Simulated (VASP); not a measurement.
# SiNi (WC type) (P-6m2) in VASP: further runs

SiNi (WC type) is run at these levels: PBE; tasks: single point, relaxation of shape and atoms at fixed volume.

All numbers are computed with VASP 6.6.1; they aren't measurements. Logs are shortened: lines on timing, memory, paths and dates and some standing lists are left out, and cuts for length are marked.

### Step 1. The cell of the first run

It takes space group P-6m2 (No. 187, hexagonal). The conventional cell has a = 3.487 Å, b = 3.487 Å, c = 2.487 Å, α = 90.00°, β = 90.00°, γ = 120.00°. Within 3.1 Å of Ni (site symmetry -6m2) lie 6 Si at 2.37 Å and 2 Ni at 2.49 Å. Si (site symmetry -6m2) has 6 Ni at 2.37 Å and 2 Si at 2.49 Å within 3.1 Å.

### Step 2. Single point, PBE

The input, INCAR:

```
SYSTEM = SiNi
  PREC = Accurate
  ENCUT = 520
  EDIFF = 1E-6
  ISMEAR = -1
  SIGMA = 0.1
  LREAL = .False.
  LASPH = .True.
  NELM = 100
  ALGO = Normal
  ISIF = 2
  LWAVE = .False.
  LCHARG = .False.
  GGA = PE
  NBANDS = 14
```

The input, KPOINTS:

```
regular mesh
0
Gamma
  14 14 13
  0 0 0
```

The input, POSCAR:

```
SiNi
1.0
    3.4865879049      0.0000000000      0.0000000000
   -1.7432939524      3.0194736982      0.0000000000
    0.0000000000      0.0000000000      2.4874526859
Ni Si
1 1
Direct
    0.0000000000      0.0000000000      0.0000000000
    0.3333333333      0.6666666667      0.5000000000
```

Potentials or basis: VASP PAW PBE potentials, release 64 (Ni, Si).

Launch:

```sh
cat potpaw_PBE.64/Ni/POTCAR potpaw_PBE.64/Si/POTCAR > POTCAR
mpirun -np 1 vasp_std > vasp.out
```

OUTCAR:

```text
SYSTEM = SiNi
   PREC = Accurate
   ENCUT = 520
   EDIFF = 1E-6
   ISMEAR = -1
   LREAL = .False.
   LASPH = .True.
   NELM = 100
   ISIF = 2
   GGA = PE

 ion  position               nearest neighbor table
   1  0.000  0.000  0.000-   2 2.37   2 2.37   2 2.37   2 2.37   2 2.37   2 2.37
   2  0.333  0.667  0.500-   1 2.37   1 2.37   1 2.37   1 2.37   1 2.37   1 2.37

  LATTYP: Found a hexagonal cell.
 ALAT       =     3.4865879049
 C/A-ratio  =     0.7134346684

  Lattice vectors:

 A1 = (   3.4865879049,   0.0000000000,   0.0000000000)
 A2 = (  -1.7432939524,   3.0194736982,   0.0000000000)
 A3 = (   0.0000000000,   0.0000000000,   2.4874526859)

Analysis of symmetry for initial positions (statically):
=====================================================================
 Subroutine PRICEL returns:
 Original cell was already a primitive cell.

 Routine SETGRP: Setting up the symmetry group for a
 hexagonal supercell.

 Subroutine GETGRP returns: Found 12 space group operations
 (whereof 12 operations were pure point group operations)
 out of a pool of 24 trial point group operations.

The static configuration has the point symmetry D_3h.

Analysis of symmetry for dynamics (positions and initial velocities):
=====================================================================
 Subroutine PRICEL returns:
 Original cell was already a primitive cell.

 Routine SETGRP: Setting up the symmetry group for a
 hexagonal supercell.

 Subroutine GETGRP returns: Found 12 space group operations
 (whereof 12 operations were pure point group operations)
 out of a pool of 24 trial point group operations.

The dynamic configuration has the point symmetry D_3h.

 Subroutine INISYM returns: Found 12 space group operations
 (whereof 12 operations are pure point group operations),
 and found     1 'primitive' translations

----------------------------------------------------------------------------------------

                                     Primitive cell

  volume of cell :      26.1871

  direct lattice vectors                    reciprocal lattice vectors
     3.486587905  0.000000000  0.000000000     0.286813362  0.165591772  0.000000000
    -1.743293952  3.019473698  0.000000000     0.000000000  0.331183544  0.000000000
     0.000000000  0.000000000  2.487452686     0.000000000  0.000000000  0.402017697

  length of vectors
     3.486587905  3.486587905  2.487452686     0.331183544  0.331183544  0.402017697

  position of ions in fractional coordinates (direct lattice)
     0.000000000  0.000000000  0.000000000
     0.333333333  0.666666667  0.500000000

  ion indices of the primitive-cell ions
   primitive index   ion index
                 1           1
                 2           2

----------------------------------------------------------------------------------------

 KPOINTS: regular mesh

Automatic generation of k-mesh.
 Grid dimensions read from file:
 generate k-points for:   14   14   13

 Generating k-lattice:

  Cartesian coordinates                     Fractional coordinates (reciprocal lattice)
     0.020486669  0.011827984  0.000000000     0.071428571  0.000000000  0.000000000
     0.000000000  0.023655967  0.000000000     0.000000000  0.071428571  0.000000000
     0.000000000  0.000000000  0.030924438     0.000000000  0.000000000  0.076923077

  Length of vectors
     0.023655967  0.023655967  0.030924438

  Shift w.r.t. Gamma in fractional coordinates (k-lattice)
     0.000000000  0.000000000  0.000000000

 Subroutine IBZKPT returns following result:
 ===========================================

 Found    168 irreducible k-points:

 Following reciprocal coordinates:
            Coordinates               Weight
  0.000000  0.000000  0.000000      1.000000
  0.071429 -0.000000  0.000000      6.000000
  0.142857 -0.000000  0.000000      6.000000
  0.214286  0.000000  0.000000      6.000000
  0.285714  0.000000  0.000000      6.000000
  0.357143 -0.000000  0.000000      6.000000
[... 16 lines left out ...]
  0.285714  0.285714  0.000000      6.000000
  0.357143  0.285714  0.000000      6.000000
 [... further k-points ...]
   k-points           NKPTS =    168   k-points in BZ     NKDIM =    168   number of bands    NBANDS=     14
   number of dos      NEDOS =    301   number of ions     NIONS =      2
   total plane-waves  NPLWV =  15680
   dimension x,y,z NGX =    28 NGY =   28 NGZ =   20
   dimension x,y,z NGXF=    56 NGYF=   56 NGZF=   40
   ions per type =               1   1
   NGX,Y,Z   is equivalent  to a cutoff of  13.35, 13.35, 13.37 a.u.
   NGXF,Y,Z  is equivalent  to a cutoff of  26.70, 26.70, 26.73 a.u.
 SYSTEM =  SiNi
   PREC   = accura    normal or accurate (medium, high low for compatibility)
   ISTART =      0    job   : 0-new  1-cont  2-samecut
   ICHARG =      2    charge: 1-file 2-atom 10-const
   ISPIN  =      1    spin polarized calculation?
   LNONCOLLINEAR =      F non collinear calculations
   LSORBIT =      F    spin-orbit coupling
   LASPH  =      T    aspherical Exc in radial PAW
   ENCUT  =  520.0 eV  38.22 Ry    6.18 a.u.   6.48  6.48  4.63*2*pi/ulx,y,z
   NELM   =    100;   NELMIN=  2; NELMDL= -5     # of ELM steps
   EDIFF  = 0.1E-05   stopping-criterion for ELM
   LREAL  =      F    real-space projection
   EDIFFG = 0.1E-04   stopping-criterion for IOM
   NSW    =      0    number of steps for IOM
   IBRION =     -1    ionic relax: 0-MD 1-quasi-New 2-CG
   NFREE  =      0    steps in history (QN), initial steepest desc. (CG)
   ISIF   =      2    stress and relaxation
   ISYM   =      2    0-nonsym 1-usesym 2-fastsym
   POTIM  = 0.5000    time-step for ionic-motion
   TEBEG  =    0.0;   TEEND  =   0.0 temperature during run
   PSTRESS=    0.0 pullay stress
   NELECT =      14.0000    total number of electrons
   NUPDOWN=      -1.0000    fix difference up-down
   EMIN   =  10.00;   EMAX   =-10.00  energy-range for DOS
   EFERMI =   0.00;   METHOD = LEGACY
   ISMEAR =    -1;   SIGMA  =   0.10  broadening in eV -4-tet -1-fermi 0-gaus
   EFERMI_NEDOS =   21; number of points for ismear=-14 and -15
   IALGO  =     38    algorithm
   IMIX   =      4    mixing-type and parameters
     AMIX     =   0.40;   BMIX     =  1.00
     AMIX_MAG =   1.60;   BMIX_MAG =  1.00
  volume/ion in A,a.u.               =      13.09        88.36
  Fermi-wavevector in a.u.,A,eV,Ry     =   1.328685  2.510850 24.019767  1.765403
  Thomas-Fermi vector in A             =   2.457904
   LORBIT       =      0    0 simple, 1 ext, 2 COOP (PROOUT), +10 PAW based schemes
   GGA     = PE    functional components
   LHFCALC =     F    Hartree Fock is set to
   AEXX    =    0.0000 exact exchange contribution
   IVDW    =     0    specifies the selected vdW correction
   LEPSILON=     F    determine dielectric tensor
   LRPA    =     F    only Hartree local field effects (RPA)
 non-spin polarized calculation
  energy-cutoff  :      520.00
  volume of cell :       26.19
 maximum number of plane-waves:       754
 NGX is ok and might be reduce to    28
   NGX = 13   NGY = 13   NGZ =  9

 number of electron      14.0000004 magnetization

 Free energy of the ion-electron system (eV)
  ---------------------------------------------------
  ext. energy  EPLUGINS =         0.00000000
  ---------------------------------------------------
  free energy    TOTEN  =       -11.67305135 eV

  energy without entropy =      -11.64122388  energy(sigma->0) =      -11.65713761

 E-fermi :   9.1433     XC(G=0): -11.7149

 val. band max:        9.1428133436   @ k =   0.2857   0.1429   0.1538
 cond. band min:       9.1814631118   @ k =   0.2143   0.0714   0.3846
 fundamental gap:      0.0386497682
 Fermi energy:         9.1433088541

 k-point     1 :       0.0000    0.0000    0.0000
  band No.  band energies     occupation
      1      -3.2728      2.00000
      2       5.4681      2.00000
      3       5.5770      2.00000
      4       5.5770      2.00000
      5       7.5648      2.00000
      6       7.5648      2.00000
      7      11.8003      0.00000
      8      11.8003      0.00000
      9      14.0371      0.00000
     10      15.4287      0.00000
     11      15.4287      0.00000
     12      18.3071      0.00000
     13      20.8252      0.00000
     14      23.1440      0.00000

 k-point     2 :       0.0714   -0.0000    0.0000
  band No.  band energies     occupation
      1      -3.1994      2.00000
      2       5.3162      2.00000
      3       5.6086      2.00000
      4       5.6403      2.00000
      5       7.5547      2.00000
      6       7.5625      2.00000
      7      11.2200      0.00000
      8      11.5285      0.00000
      9      14.1817      0.00000
     10      15.7425      0.00000
     11      15.8067      0.00000
     12      18.3849      0.00000
     13      21.2850      0.00000
     14      23.2085      0.00000

 k-point     3 :       0.1429   -0.0000    0.0000
  band No.  band energies     occupation
      1      -2.9820      2.00000
      2       5.0015      2.00000
      3       5.6899      2.00000
      4       5.7022      2.00000
      5       7.5266      2.00000
      6       7.5562      2.00000
      7      10.1188      0.00012
      8      10.9231      0.00000
      9      14.1452      0.00000
     10      16.6493      0.00000
     11      16.7301      0.00000
     12      18.6120      0.00000
     13      22.4250      0.00000
     14      23.5017      0.00000
[... 324 lines left out ...]
 k-point    23 :       0.2857    0.2857    0.0000
  band No.  band energies     occupation
      1      -0.6964      2.00000
      2       2.9084      2.00000
      3       4.5760      2.00000
      4       6.4940      2.00000
      5       6.8820      2.00000
      6       7.3979      2.00000
      7       7.4702      2.00000
      8       7.7832      2.00000
      9      18.0640      0.00000
     10      18.1488      0.00000
     11      20.6997      0.00000
     12      20.8844      0.00000
     13      25.3136      0.00000
     14      25.3862      0.00000

 k-point    24 :       0.3571    0.2857    0.0000
  band No.  band energies     occupation
      1      -0.5550      2.00000
      2       2.8730      2.00000
      3       4.3709      2.00000
      4       6.5010      2.00000
      5       6.8683      2.00000
      6       7.3993      2.00000
      7       7.4616      2.00000
      8       7.7034      2.00000
      9      18.0512      0.00000
     10      19.4718      0.00000
     11      19.7972      0.00000
     12      20.8086      0.00000
     13      24.9828      0.00000
     14      25.3263      0.00000

 [... further k-points ...]
[... 5 lines left out ...]
  --------------------------------------------------------------------------------------
  -------------------------------------------------------------------------------------
  Total       -0.0146816     -0.0146816      0.0302108     -0.0000000     -0.0000000      0.0000000
  in kB       -0.8982520     -0.8982520      1.8483589     -0.0000000     -0.0000000      0.0000000
  external PRESSURE =       0.0172849 kB  Pullay stress =       0.0000000 kB

 VOLUME and BASIS-vectors are now :
 -----------------------------------------------------------------------------
  energy-cutoff  :      520.00
  volume of cell :       26.19
      direct lattice vectors                 reciprocal lattice vectors
     3.486587905  0.000000000  0.000000000     0.286813362  0.165591772  0.000000000
    -1.743293952  3.019473698  0.000000000     0.000000000  0.331183544  0.000000000
     0.000000000  0.000000000  2.487452686     0.000000000  0.000000000  0.402017697

 POSITION                                       TOTAL-FORCE (eV/Angst)
 -----------------------------------------------------------------------------------
      0.00000      0.00000      0.00000         0.000000     -0.000000      0.000000
     -0.00000      2.01298      1.24373        -0.000000      0.000000      0.000000
 -----------------------------------------------------------------------------------
    total drift:                                0.000001     -0.000000      0.000000

  FREE ENERGIE OF THE ION-ELECTRON SYSTEM (eV)
  ---------------------------------------------------
  free  energy   TOTEN  =       -11.6730513517 eV

  energy  without entropy=      -11.6412238753  energy(sigma->0) =      -11.65713761
```

It used 44 s of CPU time on 1 thread of AMD EPYC 7R13 Processor (Zen 3), with other jobs on the host.

What came out:

| Property | Result |
| --- | --- |
| Free energy | -11.6731 eV |
| Pressure | 0.0 GPa |
| Band gap on the k mesh | zero (band 7 reaches 12.47 eV, above the bottom of band 8 at 7.70 eV) |

Stress tensor (GPa, compression positive):
```
-0.09  0.00  0.00
 0.00 -0.09  0.00
 0.00  0.00  0.18
```

Levels at points of the mesh, in eV from the Fermi level:
| k point | band 4 | band 5 | band 6 | band 7 | band 8 | band 9 | band 10 | band 11 |
| --- | --- | --- | --- | --- | --- | --- | --- | --- |
| (0.00, 0.00, 0.00) | -3.57 | -1.58 | -1.58 | 2.66 | 2.66 | 4.89 | 6.29 | 6.29 |
| (0.50, 0.00, 0.00) | -2.56 | -1.99 | -1.77 | -1.62 | -0.70 | 4.48 | 11.33 | 11.71 |

Spin polarisation is off, so any magnetic state and its effect on volume and gap are missing.

### Step 3. Single point, PBE

The input, INCAR:

```
PREC = Accurate
ENCUT = 520
EDIFF = 1E-6
ISMEAR = -1
SIGMA = 0.1
LREAL = F
LASPH = T
NELM = 60
ALGO = Normal
ISIF = 2
LWAVE = F
LCHARG = F
GGA = PE
NBANDS = 14
```

The input, KPOINTS:

```
regular mesh
0
Gamma
  14 14 13
```

POSCAR is that of step 2.

Potentials or basis: VASP PAW PBE potentials, release 64 (Ni, Si).

Launch:

```sh
cat potpaw_PBE.64/Ni/POTCAR potpaw_PBE.64/Si/POTCAR > POTCAR
mpirun -np 1 vasp_std > vasp.out
```

OUTCAR:

```text
PREC = Accurate
   ENCUT = 520
   EDIFF = 1E-6
   ISMEAR = -1
   LREAL = F
   LASPH = T
   NELM = 60
   ISIF = 2
   GGA = PE

 ion  position               nearest neighbor table
   1  0.000  0.000  0.000-   2 2.37   2 2.37   2 2.37   2 2.37   2 2.37   2 2.37
   2  0.333  0.667  0.500-   1 2.37   1 2.37   1 2.37   1 2.37   1 2.37   1 2.37

  LATTYP: Found a hexagonal cell.
 ALAT       =     3.4865879049
 C/A-ratio  =     0.7134346684

  Lattice vectors:

 A1 = (   3.4865879049,   0.0000000000,   0.0000000000)
 A2 = (  -1.7432939524,   3.0194736982,   0.0000000000)
 A3 = (   0.0000000000,   0.0000000000,   2.4874526859)

Analysis of symmetry for initial positions (statically):
=====================================================================
 Subroutine PRICEL returns:
 Original cell was already a primitive cell.

 Routine SETGRP: Setting up the symmetry group for a
 hexagonal supercell.

 Subroutine GETGRP returns: Found 12 space group operations
 (whereof 12 operations were pure point group operations)
 out of a pool of 24 trial point group operations.

The static configuration has the point symmetry D_3h.

[... 164 lines left out ...]
 fundamental gap:      0.0386497682
 Fermi energy:         9.1433088541

 k-point     1 :       0.0000    0.0000    0.0000
  band No.  band energies     occupation
      1      -3.2728      2.00000
      2       5.4681      2.00000
      3       5.5770      2.00000
      4       5.5770      2.00000
      5       7.5648      2.00000
      6       7.5648      2.00000
      7      11.8003      0.00000
      8      11.8003      0.00000
      9      14.0371      0.00000
     10      15.4287      0.00000
     11      15.4287      0.00000
     12      18.3071      0.00000
     13      20.8252      0.00000
     14      23.1440      0.00000
[... 377 lines left out ...]
      1      -0.5550      2.00000
      2       2.8730      2.00000
      3       4.3709      2.00000
      4       6.5010      2.00000
      5       6.8683      2.00000
      6       7.3993      2.00000
      7       7.4616      2.00000
      8       7.7034      2.00000
      9      18.0512      0.00000
     10      19.4718      0.00000
     11      19.7972      0.00000
     12      20.8086      0.00000
     13      24.9828      0.00000
     14      25.3263      0.00000

 [... further k-points ...]
[... 5 lines left out ...]
  --------------------------------------------------------------------------------------
  -------------------------------------------------------------------------------------
  Total       -0.0146816     -0.0146816      0.0302108     -0.0000000     -0.0000000      0.0000000
  in kB       -0.8982520     -0.8982520      1.8483589     -0.0000000     -0.0000000      0.0000000
  external PRESSURE =       0.0172849 kB  Pullay stress =       0.0000000 kB

 VOLUME and BASIS-vectors are now :
 -----------------------------------------------------------------------------
  energy-cutoff  :      520.00
  volume of cell :       26.19
      direct lattice vectors                 reciprocal lattice vectors
     3.486587905  0.000000000  0.000000000     0.286813362  0.165591772  0.000000000
    -1.743293952  3.019473698  0.000000000     0.000000000  0.331183544  0.000000000
     0.000000000  0.000000000  2.487452686     0.000000000  0.000000000  0.402017697

 POSITION                                       TOTAL-FORCE (eV/Angst)
 -----------------------------------------------------------------------------------
      0.00000      0.00000      0.00000         0.000000     -0.000000      0.000000
     -0.00000      2.01298      1.24373        -0.000000      0.000000      0.000000
 -----------------------------------------------------------------------------------
    total drift:                                0.000001     -0.000000      0.000000

  FREE ENERGIE OF THE ION-ELECTRON SYSTEM (eV)
  ---------------------------------------------------
  free  energy   TOTEN  =       -11.6730513517 eV

  energy  without entropy=      -11.6412238753  energy(sigma->0) =      -11.65713761
```

OSZICAR:

```text
N       E                     dE             d eps       ncg     rms          rms(c)
DAV:   1     0.490597199506E+02    0.49060E+02   -0.61586E+03  4752   0.110E+03
DAV:   2    -0.109952693912E+02   -0.60055E+02   -0.54094E+02  4998   0.198E+02
DAV:   3    -0.132996234184E+02   -0.23044E+01   -0.22779E+01  5988   0.427E+01
DAV:   4    -0.133303781753E+02   -0.30755E-01   -0.30745E-01  5368   0.465E+00
DAV:   5    -0.133311628370E+02   -0.78466E-03   -0.78465E-03  6052   0.796E-01    0.137E+01
DAV:   6    -0.161805079754E+02   -0.28493E+01   -0.48467E+01  5532   0.113E+02    0.190E+01
DAV:   7    -0.117135933434E+02    0.44669E+01   -0.15018E+01  5622   0.703E+01    0.232E+00
DAV:   8    -0.116929944644E+02    0.20599E-01   -0.63879E-01  5950   0.927E+00    0.165E+00
DAV:   9    -0.116737025374E+02    0.19292E-01   -0.10676E-01  5934   0.487E+00    0.374E-01
DAV:  10    -0.116730851345E+02    0.61740E-03   -0.57693E-03  6182   0.113E+00    0.180E-01
DAV:  11    -0.116730507167E+02    0.34418E-04   -0.41054E-04  6810   0.227E-01    0.372E-02
DAV:  12    -0.116730536991E+02   -0.29825E-05   -0.13226E-05  5724   0.286E-02    0.117E-02
DAV:  13    -0.116730513870E+02    0.23122E-05   -0.81215E-06  5894   0.350E-02    0.165E-03
DAV:  14    -0.116730513517E+02    0.35272E-07   -0.47926E-07  2604   0.494E-03
   1 F= -.11673051E+02 E0= -.11657138E+02  d E =-.318275E-01
```

stdout:

```text
POSCAR found type information on POSCAR NiSi
 POSCAR found :  2 types and       2 ions
 scaLAPACK will be used
 LDA part: xc-table for (Slater+PW92), standard interpolation
 POSCAR, INCAR and KPOINTS ok, starting setup
 FFT: planning ... GRIDC
 FFT: planning ... GRID_SOFT
 FFT: planning ... GRID
 WAVECAR not read
 entering main loop
```

It used 46 s of CPU time on 1 thread of AMD EPYC 7R13 Processor (Zen 3), with other jobs on the host.

Results:

- Free energy: -11.6731 eV
- Pressure: 0.0 GPa
- Band gap on the k mesh: zero (band 7 reaches 12.47 eV, above the bottom of band 8 at 7.70 eV)

Levels at points of the mesh, in eV from the Fermi level:
```tsv
k point	band 5	band 6	band 7	band 8	band 9	band 10
(0.00, 0.00, 0.00)	-1.58	-1.58	2.66	2.66	4.89	6.29
(0.50, 0.00, 0.00)	-1.99	-1.77	-1.62	-0.70	4.48	11.33
```

[end of part 1 of 2]
